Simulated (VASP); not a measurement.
Runs of VASP 6.6.1 on Rb. The structure is that of space group P6_3/mmc (No. 194), or close to it. The cells are those of the table. This isn't the form of Rb at room conditions, which is bcc.

| cell | smearing | gap on the mesh (eV) | pressure (GPa) |
| --- | --- | --- | --- |
| a = 4.182, b = 4.182, c = 13.290 Å, angles 90.0, 90.0, 120.0°, 4 atoms | fermi-dirac 0.05 eV | none | 4.9 |
| a = 4.422, b = 4.422, c = 14.051 Å, angles 90.0, 90.0, 120.0°, 4 atoms | fermi-dirac 0.05 eV | none | 2.7 |
| a = 5.018, b = 5.018, c = 15.945 Å, angles 90.0, 90.0, 120.0°, 4 atoms | fermi-dirac 0.05 eV | none | 0.2 |
| a = 4.422, b = 4.422, c = 14.051 Å, angles 90.0, 90.0, 120.0°, 4 atoms | gaussian 0.005 eV | none | 2.7 |
| a = 3.761, b = 3.761, c = 11.951 Å, angles 90.0, 90.0, 120.0°, 4 atoms | fermi-dirac 0.05 eV | none | (a) |

Alike in all rows: task single point; level PBE; potentials or basis VASP PAW PBE potentials, release 64 (Rb_sv); no spin polarisation; k mesh 6 × 6 × 4; cutoff (eV) 520.

Problem. Fill in the values left out.

Solution. (a) 11.1.

Caveats: the cell stands under pressure (at least some runs).

A k mesh can miss the band edges, and the runs leave out spin-orbit coupling on Rb.

A gap of «none» marks levels without a gap at the run's occupations.
